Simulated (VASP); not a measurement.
Wanted: the native input for a VASP 6.6.1 run.

| Property | Result |
| --- | --- |
| Task | single point |
| Functional | PBE |
| Potentials or basis | VASP PAW PBE potentials, release 64 (Hg, P) |
| Cutoff | 520 eV |
| k mesh | 12 × 12 × 12 |
| Occupations | gaussian, width 0.1 eV |
| Spin | no spin polarisation |
| Dipole correction | no |
| Further INCAR settings | ALGO = Normal; EDIFF = 1e-06; NBANDS = 22 |

The structure of Hg2P lies in POSCAR:

```
Hg2P
1.0
    0.0000000000      3.3118679810      3.3118679810
    3.3118679810      0.0000000000      3.3118679810
    3.3118679810      3.3118679810      0.0000000000
Hg P
2 1
Direct
    0.2500000000      0.2500000000      0.2500000000
    0.7500000000      0.7500000000      0.7500000000
    0.0000000000      0.0000000000      0.0000000000
```

These files were run (other wordings do the same):

INCAR

```
PREC = Accurate
ENCUT = 520
EDIFF = 1E-6
ISMEAR = 0
SIGMA = 0.1
LREAL = F
LASPH = T
NELM = 100
ALGO = Normal
ISIF = 2
LWAVE = F
LCHARG = F
GGA = PE
NBANDS = 22
```

KPOINTS

```
regular mesh
0
Gamma
  12 12 12
```

Potentials or basis: VASP PAW PBE potentials, release 64 (Hg, P).

The run is started by

```sh
$ cat potpaw_PBE.64/Hg/POTCAR potpaw_PBE.64/P/POTCAR > POTCAR
$ mpirun -np 1 vasp_std > vasp.out
```

It gave:

```yaml
Pressure: 0.2 GPa
```

Wall time 36 s on 1 thread of Intel(R) Xeon(R) 6975P-C (Granite Rapids), on a shared host, peak memory 0.26 GiB.
